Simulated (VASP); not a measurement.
# Hf4C: single point with PBE

Hf4C:

```
Hf C
1.0
     4.56599    0.00000    0.00000
     0.00000    4.56599    0.00000
     0.00000    0.00000    4.56599
Hf C
4 1
Cartesian
  0.0000 0.0000 0.0000
  2.2830 2.2830 0.0000
  2.2830 0.0000 2.2830
  0.0000 2.2830 2.2830
  2.2830 2.2830 2.2830
```

```
Program             : VASP 6.6.1
Task                : single point
Functional          : PBE
Potentials or basis : VASP PAW PBE potentials, release 64 (Hf_pv, C)
Cutoff              : 600 eV
k mesh              : 4 × 4 × 4
Occupations         : gaussian, width 0.2 eV
Spin                : no spin polarisation
```

| Property | Result |
| --- | --- |
| Pressure | -0.6 GPa |
| Band gap on the k mesh | zero (band 22 reaches 5.25 eV, above the bottom of band 23 at 4.48 eV) |

Levels at points of the mesh, in eV from the Fermi level:
```tsv
k point	band 20	band 21	band 22	band 23	band 24	band 25
(0.00, 0.00, 0.00)	-0.97	-0.97	-0.97	1.56	1.56	1.56
(0.50, 0.00, 0.00)	-0.50	-0.38	-0.20	-0.20	1.51	1.76
(0.50, 0.50, 0.00)	-1.10	-0.16	-0.16	-0.06	0.22	1.29
(0.50, 0.50, 0.50)	-0.87	0.56	0.56	0.56	1.38	1.38
```

Run time: 14 s on 1 thread of Intel(R) Xeon(R) 6975P-C (Granite Rapids), on a shared host, peak memory 0.21 GiB.

Caveat: spin-orbit coupling is left out, which moves the levels of the heavy elements.
